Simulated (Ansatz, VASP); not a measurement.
Two plane-wave programs on Rb

```xyz
2
Lattice="5.2767 0.0000 0.0000 -2.6384 4.5698 0.0000 0.0000 0.0000 8.7006" Properties=species:S:1:pos:R:3 pbc="T T T"
Rb    0.0000    3.0465    2.1752
Rb    2.6384    1.5233    6.5255
```

Alike in both runs: task single point; functional RPBE; k mesh 8 × 8 × 4; occupations fermi-dirac, width 0.1 eV; no spin polarisation.

```csv
,VASP,Ansatz
version,VASP 6.6.1,Ansatz 0.2.0
potentials or method,"VASP PAW PBE potentials, release 64 (Rb_sv), cutoff 520 eV","plane waves (420 eV) with PAW, scalar-relativistic"
valence electrons in the cell,18,18
```

```tsv
	VASP	Ansatz	Ansatz less VASP
pressure (GPa)	-0.1	-0.1	0.00
```

VASP's potentials were made for PBE, not for RPBE. The functional is the same, so the differences come from potentials, cutoffs and numerics.
